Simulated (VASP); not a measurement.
Runs of VASP 6.6.1 on CsSnI3. The structure is that of space group P4/mmm (No. 123), or close to it. The cells are those of the table. 

```tsv
cell	gap on the mesh (eV)	pressure (GPa)
a = 6.195, b = 6.195, c = 5.889 Å, 5 atoms	none	0.5
a = 6.159, b = 6.159, c = 5.889 Å, 5 atoms	none	0.7
a = 6.226, b = 6.226, c = 5.766 Å, 5 atoms	none	0.9
a = 6.173, b = 6.173, c = 5.766 Å, 5 atoms	none	(a)
```

Alike in all rows: task single point; level PBEsol; potentials or basis VASP PAW PBE potentials, release 64 (Cs_sv, Sn_d, I); no spin polarisation; k mesh 6 × 6 × 6; cutoff (eV) 520; smearing gaussian 0.01 eV.

**Question.** Fill in the values left out.

**Answer.** (a) 1.2.

Caveats: semilocal functionals underestimate gaps, and a narrow one can read as zero; the PAW data sets were made with another functional, which shifts forces and pressure a little; spin-orbit coupling is left out, which moves the levels of the heavy elements.

A k mesh can miss the band edges, and the runs leave out spin-orbit coupling on Cs, I, Sn.

A gap of «none» marks levels without a gap at the run's occupations.
